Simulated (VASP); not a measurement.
# NiO (Fm-3m) in VASP: a series of runs, part 2 of 2

VASP 6.6.1.

## (3) Single point, PBE, collinear spin, ferromagnetic start

File INCAR:

```
PREC     = Accurate       # precision mode
ENCUT    = 520            # plane-wave cutoff, eV
EDIFF    = 1E-6           # SCF threshold, eV
ISMEAR   = -1             # smearing method
SIGMA    = 0.03           # smearing width, eV
LREAL    = F              # projectors in reciprocal space
LASPH    = T              # aspherical terms in the spheres
NELM     = 150            # most SCF steps
ALGO     = Normal         # electronic algorithm
ISIF     = 2              # what is computed and relaxed
LWAVE    = F              # write WAVECAR
LCHARG   = F              # write CHGCAR
ISPIN    = 2              # spin polarisation
MAGMOM   = 0 0.41         # initial moments
LORBIT   = 11             # projections on sites
NUPDOWN  = 0.41           # fixed moment
LMAXMIX  = 4              # l up to which the mixer works
GGA      = PE             # functional
NBANDS   = 19             # bands
```

File KPOINTS:

```
Automatic mesh
0
Gamma
  10 10 10
```

File POSCAR:

```
NiO
1.0
    0.0000000000      2.0893000000      2.0893000000
    2.0893000000      0.0000000000      2.0893000000
    2.0893000000      2.0893000000      0.0000000000
O Ni
1 1
Direct
    0.5000000000      0.5000000000      0.5000000000
    0.0000000000      0.0000000000      0.0000000000
```

Potentials or basis: VASP PAW PBE potentials, release 64 (O, Ni).

The run is started by

```bash
$ cat potpaw_PBE.64/O/POTCAR potpaw_PBE.64/Ni/POTCAR > POTCAR
$ mpirun -np 1 vasp_std > vasp.out
```

Wall time 1.8 min (1 thread of AMD EPYC 7R13, shared host); peak memory 0.13 GiB.

Results (log left out):

* Free energy: -11.3844 eV
* Pressure: -2.4 GPa
* Net moment: 0.41 μB per cell
* Site moments: O +0.04; Ni +0.36 μB
* Valence electrons inside the program's atomic spheres: O 4.94; Ni 9.05

Caveat: the total moment is fixed, so each spin has its own Fermi level; a cell with one magnetic atom can't hold antiferromagnetic order, which such compounds often take.

## (4) Single point, PBE, collinear spin, ferromagnetic start

File INCAR:

```
PREC = Accurate
ENCUT = 520
EDIFF = 1E-6
ISMEAR = -1
SIGMA = 0.03
LREAL = False
LASPH = True
NELM = 150
ALGO = Normal
ISIF = 2
LWAVE = False
LCHARG = False
ISPIN = 2
MAGMOM = 0 1.24
LORBIT = 11
NUPDOWN = 1.24
LMAXMIX = 4
GGA = PE
NBANDS = 19
```

KPOINTS is that of step 3.

POSCAR is that of step 3.

Potentials or basis: VASP PAW PBE potentials, release 64 (O, Ni).

The run is started by

```bash
$ cat potpaw_PBE.64/O/POTCAR potpaw_PBE.64/Ni/POTCAR > POTCAR
$ mpirun -np 1 vasp_std > vasp.out
```

OUTCAR:

```text
PREC = Accurate
   ENCUT = 520
   EDIFF = 1E-6
   ISMEAR = -1
   LREAL = False
   LASPH = True
   NELM = 150
   ISIF = 2
   ISPIN = 2
   LORBIT = 11
   NUPDOWN = 1.24
   GGA = PE

 ion  position               nearest neighbor table
   1  0.500  0.500  0.500-   2 2.09   2 2.09   2 2.09   2 2.09   2 2.09   2 2.09
   2  0.000  0.000  0.000-   1 2.09   1 2.09   1 2.09   1 2.09   1 2.09   1 2.09

  LATTYP: Found a face centered cubic cell.
 ALAT       =     4.1786000000

  Lattice vectors:

[... 1271 lines left out ...]
  external PRESSURE =       5.8043602 kB  Pullay stress =       0.0000000 kB

 VOLUME and BASIS-vectors are now :
 -----------------------------------------------------------------------------
  energy-cutoff  :      520.00
  volume of cell :       18.24
      direct lattice vectors                 reciprocal lattice vectors
     0.000000000  2.089300000  2.089300000    -0.239314603  0.239314603  0.239314603
     2.089300000  0.000000000  2.089300000     0.239314603 -0.239314603  0.239314603
     2.089300000  2.089300000  0.000000000     0.239314603  0.239314603 -0.239314603

 POSITION                                       TOTAL-FORCE (eV/Angst)
 -----------------------------------------------------------------------------------
      2.08930      2.08930      2.08930         0.000000     -0.000000      0.000000
      0.00000      0.00000      0.00000        -0.000000      0.000000     -0.000000
 -----------------------------------------------------------------------------------
    total drift:                                0.000000     -0.000000     -0.000000

  FREE ENERGIE OF THE ION-ELECTRON SYSTEM (eV)
  ---------------------------------------------------
  free  energy   TOTEN  =       -11.4498291715 eV

  energy  without entropy=      -11.4436289694  energy(sigma->0) =      -11.44672907

 total charge

# of ion       s       p       d       tot
------------------------------------------
    1        1.563   3.394   0.000   4.957
    2        0.328   0.396   8.293   9.016
--------------------------------------------------
tot          1.891   3.789   8.293  13.973

 magnetization (x)

# of ion       s       p       d       tot
------------------------------------------
    1        0.021   0.134   0.000   0.156
    2        0.010   0.013   1.033   1.056
--------------------------------------------------
tot          0.032   0.147   1.033   1.212
```

OSZICAR:

```text
N       E                     dE             d eps       ncg     rms          rms(c)
DAV:   1     0.831504595022E+02    0.83150E+02   -0.70460E+03  3804   0.105E+03
DAV:   2    -0.857046210879E+01   -0.91721E+02   -0.80778E+02  3706   0.234E+02
DAV:   3    -0.136228311026E+02   -0.50524E+01   -0.48291E+01  4094   0.552E+01
DAV:   4    -0.136688088001E+02   -0.45978E-01   -0.45930E-01  4002   0.513E+00
DAV:   5    -0.136695220886E+02   -0.71329E-03   -0.71322E-03  4033   0.641E-01    0.138E+01
DAV:   6    -0.127547514165E+02    0.91477E+00   -0.10835E+01  4666   0.573E+01    0.163E+01
DAV:   7    -0.114910901094E+02    0.12637E+01   -0.47274E+00  4511   0.460E+01    0.609E+00
DAV:   8    -0.114565304536E+02    0.34560E-01   -0.16933E-01  4439   0.625E+00    0.334E+00
DAV:   9    -0.114522386553E+02    0.42918E-02   -0.29217E-02  5496   0.266E+00    0.801E-01
DAV:  10    -0.114498745055E+02    0.23641E-02   -0.67211E-03  5140   0.182E+00    0.132E-01
DAV:  11    -0.114498085226E+02    0.65983E-04   -0.11307E-03  4885   0.515E-01    0.586E-02
DAV:  12    -0.114498186907E+02   -0.10168E-04   -0.12324E-04  4470   0.125E-01    0.292E-02
DAV:  13    -0.114498299903E+02   -0.11300E-04   -0.15123E-05  4124   0.388E-02    0.106E-02
DAV:  14    -0.114498291715E+02    0.81872E-06   -0.12286E-06  3077   0.227E-02
   1 F= -.11449829E+02 E0= -.11446729E+02  d E =-.620020E-02  mag=     1.2400
```

Run time: 1.7 min. Hardware: 1 thread of AMD EPYC 7R13, shared host; peak memory 0.13 GiB.

Results:

- Free energy: -11.4498 eV
- Pressure: 0.6 GPa
- Net moment: 1.24 μB per cell
- Site moments: O +0.16; Ni +1.06 μB
- Valence electrons inside the program's atomic spheres: O 4.96; Ni 9.02

Caveat: the total moment is fixed, so each spin has its own Fermi level; a cell with one magnetic atom can't hold antiferromagnetic order, which such compounds often take.

## (5) Single point, PBE, collinear spin, ferromagnetic start

File INCAR:

```
  PREC = Accurate
  ENCUT = 520
  EDIFF = 1E-6
  ISMEAR = -1
  SIGMA = 0.03
  LREAL = False
  LASPH = True
  NELM = 150
  ALGO = Normal
  ISIF = 2
  LWAVE = False
  LCHARG = True
  ISPIN = 2
  MAGMOM = 0 2.07
  LORBIT = 11
  NUPDOWN = 2.07
  LMAXMIX = 4
  GGA = PE
  LELF = True
  LVHAR = True
  NBANDS = 19
```

File KPOINTS:

```
regular mesh
0
Gamma
  10 10 10
```

POSCAR is that of step 4.

The run is started by

```bash
$ cat potpaw_PBE.64/O/POTCAR potpaw_PBE.64/Ni/POTCAR > POTCAR
$ mpirun -np 1 vasp_std > vasp.out
```

Run time: 2 min. Hardware: 1 thread of AMD EPYC 7R13, shared host; peak memory 0.13 GiB.

Results (log left out):

```yaml
Free_energy: -11.3242 eV
Pressure: 9.6 GPa
Net_moment: 2.07 μB per cell
Site_moments: O +0.36; Ni +1.64 μB
Valence_electrons_inside_the_program's_atomic_spheres: O 4.99; Ni 8.96
```

Caveat: the total moment is fixed, so each spin has its own Fermi level; a cell with one magnetic atom can't hold antiferromagnetic order, which such compounds often take.

## (6) The runs side by side

| fixed moment (μB) | pressure (GPa) | moment (μB) |
| --- | --- | --- |
| 3.31 | 43.8 | 3.31 |
| 0.41 | -2.4 | 0.41 |
| 1.24 | 0.6 | 1.24 |
| 2.07 | 9.6 | 2.07 |

Alike in all rows: task single point; level PBE; potentials or basis VASP PAW PBE potentials, release 64 (O, Ni); spin collinear, ferromagnetic start; cell as given; k mesh 10 × 10 × 10; cutoff (eV) 520; smearing fermi-dirac 0.03 eV.

Caveats: the total moment is fixed, so each spin has its own Fermi level; a cell with one magnetic atom can't hold antiferromagnetic order, which such compounds often take.

Total energies depend on the potentials used, so only differences within one code and one set of settings carry meaning.
